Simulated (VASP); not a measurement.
**WC: single point with PBEsol**

WC:

```xyz
2
Lattice="2.9065 0.0000 0.0000 -1.4532 2.5171 0.0000 0.0000 0.0000 2.8366" Properties=species:S:1:pos:R:3 pbc="T T T"
W     0.0000    0.0000    0.0000
C     1.4533    0.8390    1.4183
```

* Program: VASP 6.6.1
* Task: single point
* Functional: PBEsol
* Potentials or basis: VASP PAW PBE potentials, release 64 (W_sv, C_h)
* Cutoff: 1300 eV
* k mesh: 9 × 9 × 8
* Occupations: gaussian, width 0.05 eV
* Spin: non-collinear spin, zero start, spin-orbit coupling
* Starting moments: [[0.0, 0.0, 0.0], [0.0, 0.0, 0.0]] μB

```
Pressure                                              : -1.8 GPa
Net moment                                            : 0.00 μB per cell
Valence electrons inside the program's atomic spheres : W 12.21; C 1.39
```

Stress tensor (GPa, compression positive):
```
-1.30  0.00  0.00
 0.00 -1.30  0.00
 0.00  0.00 -2.73
```

Moments on the atoms (μB; x, y, z):
```
W   0.00 0.00 0.00
C   0.00 0.00 0.00
```

Wall time 3.8 min on 1 thread of AMD EPYC 9R45 96-Core Processor (Zen 5) (shared host), peak memory 0.56 GiB.

Caveat: the PAW data sets were made with another functional, which shifts forces and pressure a little.
